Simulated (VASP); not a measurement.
Co, 2 atoms in the cell. It takes space group P6_3/mmc (No. 194, hexagonal). Conventional cell: a = 2.427 Å, b = 2.427 Å, c = 3.923 Å, α = 90.00°, β = 90.00°, γ = 120.00°. Within 3.2 Å of Co (site symmetry -6m2) lie 12 Co at 2.41 to 2.43 Å. 

| Quantity | Value |
| --- | --- |
| Program | VASP 6.6.1 |
| Task | single point |
| Functional | LDA |
| Potentials or basis | VASP PAW LDA potentials, release 64 (Co) |
| Cutoff | 520 eV |
| k mesh | 12 × 12 × 7 |
| Occupations | fermi-dirac, width 0.05 eV |
| Spin | collinear spin, ferromagnetic start |
| Starting moments | [1.558, 1.558] μB |
| Dipole correction | no |
| Further INCAR settings | ALGO = Normal; EDIFF = 1e-06; NBANDS = 20 |

Potentials or basis: VASP PAW LDA potentials, release 64 (Co).

Command:

```bash
$ cat potpaw_LDA.64/Co/POTCAR > POTCAR
$ mpirun -np 1 vasp_std > vasp.out
```

Hardware: 1 thread of Intel(R) Xeon(R) Platinum 8375C CPU @ 2.90GHz (Ice Lake) (shared host).

Question: How long does it take, and how much memory?

Answer: Run time: 45 s on 1 thread of Intel(R) Xeon(R) Platinum 8375C CPU @ 2.90GHz (Ice Lake), on a shared host, peak memory 0.15 GiB. Counts: scf iterations 15, k points 76.
